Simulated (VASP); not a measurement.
Here is a VASP 6.6.1 calculation.

The input POSCAR:

```
SiC
1.0
    3.0754668474      0.0000000000      0.0000000000
   -1.5377334237      2.6634324183      0.0000000000
    0.0000000000      0.0000000000      5.0485335429
Si C
2 2
Direct
    0.3333333333      0.6666666667     -0.0283448280
    0.6666666667      0.3333333333      0.4716551720
    0.3333333333      0.6666666667      0.4033448280
    0.6666666667      0.3333333333      0.9033448280
```

INCAR.step1

```
PREC = Accurate
ENCUT = 520
ISMEAR = 0
SIGMA = 0.01
LREAL = False
LASPH = True
NELM = 100
NBANDS = 16
GGA = PE
ALGO = Normal
EDIFF = 1E-4
LWAVE = True
LCHARG = False
```

The input INCAR.step2:

```
PREC = Accurate
ENCUT = 520
EDIFF = 1E-7
ISMEAR = 0
SIGMA = 0.01
LREAL = False
LASPH = True
NELM = 100
ALGO = Normal
ISIF = 2
LWAVE = False
LCHARG = False
METAGGA = R2SCAN
LMIXTAU = True
NBANDS = 16
ISTART = 1
```

File KPOINTS:

```
regular mesh
0
Gamma
  12 12 6
```

Potentials or basis: VASP PAW PBE potentials, release 64 (Si, C).

Launch:

```sh
$ cat potpaw_PBE.64/Si/POTCAR potpaw_PBE.64/C/POTCAR > POTCAR
$ cp INCAR.step1 INCAR
$ mpirun -np 1 vasp_std > vasp.out
$ cp INCAR.step2 INCAR
$ mpirun -np 1 vasp_std > vasp.out
```

What does it give for the band gap on the k mesh?

1.73 eV, indirect (least direct gap 3.96 eV).

What does it give for the largest force?

2.448 eV/Å.

Predict the pressure.

5.2 GPa.

Forces in eV/Å, atoms in the order of the input:
```
Si   0.000  0.000  2.448
Si   0.000  0.000  2.448
C    0.000  0.000 -2.448
C    0.000  0.000 -2.448
```

Caveat: the PAW data sets were made with another functional, which shifts forces and pressure a little. r2SCAN opens gaps a little over a GGA but as a rule still falls short of measured ones.
